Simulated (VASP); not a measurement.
Here is a VASP 6.6.1 calculation.

Contents of POSCAR:

```
Na
1.0
   -2.1119586771      2.1119586771      2.1119586771
    2.1119586771     -2.1119586771      2.1119586771
    2.1119586771      2.1119586771     -2.1119586771
Na
1
Direct
    0.0000000000      0.0000000000      0.0000000000
```

INCAR.step1

```
  PREC = Accurate
  ENCUT = 600
  ISMEAR = -1
  SIGMA = 0.15
  LREAL = F
  LASPH = T
  NELM = 80
  GGA = PE
  ALGO = Normal
  EDIFF = 1E-4
  LWAVE = T
  LCHARG = F
```

Contents of INCAR.step2:

```
  PREC = Accurate
  ENCUT = 600
  EDIFF = 1E-6
  ISMEAR = -1
  SIGMA = 0.15
  LREAL = F
  LASPH = T
  NELM = 80
  ALGO = Normal
  ISIF = 3
  LWAVE = F
  LCHARG = F
  METAGGA = R2SCAN
  LMIXTAU = T
  IBRION = 2
  NSW = 80
  EDIFFG = -0.001
  ISTART = 1
```

The input KPOINTS:

```
Automatic mesh
0
Gamma
  14 14 14
```

Potentials or basis: VASP PAW PBE potentials, release 64 (Na_pv).

Launch:

```bash
$ cat potpaw_PBE.64/Na_pv/POTCAR > POTCAR
$ cp INCAR.step1 INCAR
$ mpirun -np 1 vasp_std > vasp.out
$ cp INCAR.step2 INCAR
$ mpirun -np 1 vasp_std > vasp.out
```

Task: Estimate the space group after relaxing (to 0.05 Å).

Result: Im-3m (No. 229).

Task: What does it give for the relaxed volume?

Result: 38.25 Å³/atom.

Final structure:
```
Na
1.0
    -2.12261    2.12261    2.12261
     2.12261   -2.12261    2.12261
     2.12261    2.12261   -2.12261
Na
1
Direct
  0.00000 0.00000 0.00000
```

Caveat: the PAW data sets were made with another functional, which shifts forces and pressure a little. Zero-point motion and thermal expansion aren't in these numbers.
